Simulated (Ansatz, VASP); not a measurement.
Ge2Sb2Te5: VASP beside Ansatz

INCAR

```
SYSTEM = Ge2Sb2Te5
ALGO     = Normal         ! electronic algorithm
EDIFF    = 1E-6           ! SCF threshold, eV
ENCUT    = 520            ! plane-wave cutoff, eV
GGA      = PE             ! functional
ISIF     = 2              ! what is computed and relaxed
ISMEAR   = 0              ! smearing method
LASPH    = .True.         ! aspherical terms in the spheres
LCHARG   = .False.        ! write CHGCAR
LREAL    = .False.        ! projectors in reciprocal space
LWAVE    = .False.        ! write WAVECAR
NBANDS   = 44             ! bands
NELM     = 100            ! most SCF steps
PREC     = Accurate       ! precision mode
SIGMA    = 0.03           ! smearing width, eV
```

The input KPOINTS:

```
k-points
0
Gamma
  12 12 2
  0 0 0
```

Contents of POSCAR:

```
Ge2Sb2Te5
1.0
    3.9394025865      0.0000000000      0.0000000000
   -1.9697012932      3.4116227156      0.0000000000
    0.0000000000      0.0000000000     20.0621955520
Ge Sb Te
2 2 5
Direct
    0.0000000000      0.0000000000      0.3313200918
    0.0000000000      0.0000000000      0.6686799082
    0.3333333333      0.6666666667      0.1120971408
    0.6666666667      0.3333333333      0.8879028592
    0.0000000000      0.0000000000      0.0000000000
    0.3333333333      0.6666666667      0.7914345914
    0.6666666667      0.3333333333      0.2085654086
    0.3333333333      0.6666666667      0.4096023866
    0.6666666667      0.3333333333      0.5903976134
```

Input for Ansatz:

```yaml
crystal:
  lattice:
    - [3.9394025865, 0.0, 0.0]
    - [-1.9697012932, 3.4116227156, 0.0]
    - [0.0, 0.0, 20.062195552]
  atoms:
    - { symbol: Ge, position: [0.0, 0.0, 0.3313200918] }
    - { symbol: Ge, position: [0.0, 0.0, 0.6686799082] }
    - { symbol: Sb, position: [0.3333333333, 0.6666666667, 0.1120971408] }
    - { symbol: Sb, position: [0.6666666667, 0.3333333333, 0.8879028592] }
    - { symbol: Te, position: [0.0, 0.0, 0.0] }
    - { symbol: Te, position: [0.3333333333, 0.6666666667, 0.7914345914] }
    - { symbol: Te, position: [0.6666666667, 0.3333333333, 0.2085654086] }
    - { symbol: Te, position: [0.3333333333, 0.6666666667, 0.4096023866] }
    - { symbol: Te, position: [0.6666666667, 0.3333333333, 0.5903976134] }
basis:
  ecutwfc: 420
kpoints:
  mp_grid: { grid: [12, 12, 2] }
hamiltonian:
  xc: pbe
scf:
  occupations: { method: gaussian, width: 0.03 }
output:
  forces: true
  stress: true
  eigenvalues: true
```

Alike in both runs: task single point; functional PBE; k mesh 12 × 12 × 2; occupations gaussian, width 0.03 eV; no spin polarisation.

|  | VASP | Ansatz |
| --- | --- | --- |
| version | VASP 6.6.1 | Ansatz 0.2.0 |
| potentials or method | VASP PAW PBE potentials, release 64 (Ge_d, Sb, Te), cutoff 520 eV | scalar-relativistic, plane waves, PAW |
| valence electrons in the cell | 68 | 138 |

Ansatz gave:

```
gap on the k mesh at the Fermi level (eV)                     : none
pressure (GPa)                                                : 2.4
traceless stress, the component that is largest in VASP (GPa) : -3.44
rms of the force components (eV/Å)                            : 0.062
```

Problem. What did VASP give for the same quantities?

Solution. gap on the k mesh at the Fermi level (eV): none; pressure (GPa): 2.4; traceless stress, the component that is largest in VASP (GPa): -3.41; rms of the force components (eV/Å): 0.064.

Atom by atom the forces differ by 0.013 eV/Å (rms over components). A gap of «none» marks a metal or a gap that the smearing closes. VASP's potentials hold 68 valence electrons a cell and Ansatz's 138, so a difference there can come from the potentials and not from the codes.

Spin-orbit coupling is off throughout.
